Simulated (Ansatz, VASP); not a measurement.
## Cs4Zn: VASP beside Ansatz

File INCAR:

```
SYSTEM = Cs4Zn
PREC     = Accurate       ! precision mode
ENCUT    = 520            ! plane-wave cutoff, eV
EDIFF    = 1E-7           ! SCF threshold, eV
ISMEAR   = 0              ! smearing method
SIGMA    = 0.1            ! smearing width, eV
LREAL    = .FALSE.        ! projectors in reciprocal space
LASPH    = .TRUE.         ! aspherical terms in the spheres
NELM     = 100            ! most SCF steps
ALGO     = Normal         ! electronic algorithm
ISIF     = 2              ! what is computed and relaxed
LWAVE    = .FALSE.        ! write WAVECAR
LCHARG   = .TRUE.         ! write CHGCAR
GGA      = PE             ! functional
LELF     = .TRUE.         ! ELF
LVHAR    = .TRUE.       
NBANDS   = 32             ! bands
```

Contents of KPOINTS:

```
Automatic mesh
0
G
  4 4 4
  0 0 0
```

File POSCAR:

```
Cs4Zn
1.0
   -3.1011432000      3.1011432000      3.4469418900
    3.1011432000     -3.1011432000      3.4469418900
    3.1011432000      3.1011432000     -3.4469418900
Cs Zn
4 1
Direct
    0.4318371600      0.9318371600      0.8636743200
    0.0681628400      0.5681628400      0.1363256800
    0.9318371600      0.0681628400      0.5000000000
    0.5681628400      0.4318371600      0.5000000000
    0.5000000000      0.5000000000      0.0000000000
```

Input for Ansatz:

```yaml
crystal:
  lattice:
    - [-3.1011432, 3.1011432, 3.44694189]
    - [3.1011432, -3.1011432, 3.44694189]
    - [3.1011432, 3.1011432, -3.44694189]
  atoms:
    - { symbol: Cs, position: [0.43183716, 0.93183716, 0.86367432] }
    - { symbol: Cs, position: [0.06816284, 0.56816284, 0.13632568] }
    - { symbol: Cs, position: [0.93183716, 0.06816284, 0.5] }
    - { symbol: Cs, position: [0.56816284, 0.43183716, 0.5] }
    - { symbol: Zn, position: [0.5, 0.5, 0.0] }
basis:
  ecutwfc: 420
kpoints:
  mp_grid: { grid: [4, 4, 4] }
hamiltonian:
  xc: pbe
scf:
  occupations: { method: gaussian, width: 0.1 }
  lower_state_search: "off"
output:
  forces: true
  stress: true
  eigenvalues: true
```

Alike in both runs: task single point; functional PBE; k mesh 4 × 4 × 4; occupations gaussian, width 0.1 eV; no spin polarisation.

```csv
,VASP,Ansatz
version,VASP 6.6.1,Ansatz 0.2.0
potentials or method,"VASP PAW PBE potentials, release 64 (Cs_sv, Zn), cutoff 520 eV","scalar-relativistic, plane waves, PAW"
valence electrons in the cell,48,48
```

```csv
,VASP,Ansatz,Ansatz less VASP
gap on the k mesh at the Fermi level (eV),none,none,-
pressure (GPa),26.6,25.6,-1.05
"traceless stress, the component that is largest in VASP (GPa)",-7.72,-7.45,+0.264
rms of the force components (eV/Å),0.021,0.014,-0.0071
```

Atom by atom the forces differ by 0.007 eV/Å (rms over components). A gap of «none» marks a metal or a gap that the smearing closes. With one functional, cell and mesh, what is left measures potentials, basis and numerics.

Spin-orbit coupling is off throughout.
